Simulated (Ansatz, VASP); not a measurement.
Two plane-wave programs on BeS

```
Be S
1.0
     0.00000    2.48573    2.48573
     2.48573    0.00000    2.48573
     2.48573    2.48573    0.00000
Be S
1 1
Cartesian
  0.0000 0.0000 0.0000
  1.2429 1.2429 1.2429
```

Alike in both runs: task single point; functional PBE; k mesh 8 × 8 × 8; occupations gaussian, width 0.02 eV; no spin polarisation.

|  | VASP | Ansatz |
| --- | --- | --- |
| version | VASP 6.6.1 | Ansatz 0.2.0 |
| potentials or method | VASP PAW PBE potentials, release 64 (Be, S), cutoff 520 eV | scalar-relativistic, plane waves, PAW |
| valence electrons in the cell | 8 | 8 |

VASP gave:

| Quantity | Value |
| --- | --- |
| gap on the k mesh at the Fermi level (eV) | 3.26 |
| least direct gap on the mesh (eV) | 5.27 |
| pressure (GPa) | -4.8 |

**Question.** Which values does Ansatz return?

**Answer.** gap on the k mesh at the Fermi level (eV): 3.26; least direct gap on the mesh (eV): 5.28; pressure (GPa): -4.8.
